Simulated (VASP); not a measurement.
Write the native input for VASP 6.6.1 that does the following.

```
Task                   : electric field gradients
Functional             : LDA
Potentials or basis    : VASP PAW LDA potentials, release 64 (W_sv, S)
Cutoff                 : 520 eV
k mesh                 : 13 × 13 × 13
Occupations            : fermi-dirac, width 0.08 eV
Spin                   : no spin polarisation
Dipole correction      : no
Further INCAR settings : ALGO = Normal; EDIFF = 1e-08; NBANDS = 20
```

The structure of WS2 lies in POSCAR:

```
WS2
1.0
    1.5997790880      0.9236328871      6.2444357484
   -1.5997790880      0.9236328871      6.2444357484
    0.0000000000     -1.8472657741      6.2444357484
W S
1 2
Direct
    0.0000000000      0.0000000000      0.0000000000
    0.7503000000      0.7503000000      0.7503000000
    0.5810000000      0.5810000000      0.5810000000
```

One way to write it, as run:

INCAR

```
PREC = Accurate
ENCUT = 520
EDIFF = 1E-8
ISMEAR = -1
SIGMA = 0.08
LREAL = F
LASPH = T
NELM = 80
ALGO = Normal
ISIF = 2
LWAVE = F
LCHARG = F
LEFG = T
NBANDS = 20
```

KPOINTS

```
regular mesh
0
Gamma
  13 13 13
```

Potentials or basis: VASP PAW LDA potentials, release 64 (W_sv, S).

Command:

```sh
$ cat potpaw_LDA.64/W_sv/POTCAR potpaw_LDA.64/S/POTCAR > POTCAR
$ mpirun -np 1 vasp_std > vasp.out
```

Results of the run:

The pressure is -9.1 GPa and the largest force is 1.141 eV/Å. The band gap on the k mesh is 1.02 eV (least direct gap 1.99 eV) and the largest electric field gradient by atom is W -150.7; S -46.9, -39.2 V/Å².

Caveat: the cell stands under tension; without QUAD_EFG the Cq values of the log hold for a quadrupole moment of 1 mb, not for the nuclei; spin-orbit coupling is left out, which moves the levels of the heavy elements; forces of over 1 eV/Å act on the atoms, so gaps and moduli don't describe the material at rest.

Run time: 9.5 min on 1 thread of Intel(R) Xeon(R) Platinum 8259CL CPU @ 2.50GHz (Skylake/Cascade Lake), with other jobs on the host, peak memory 0.43 GiB.
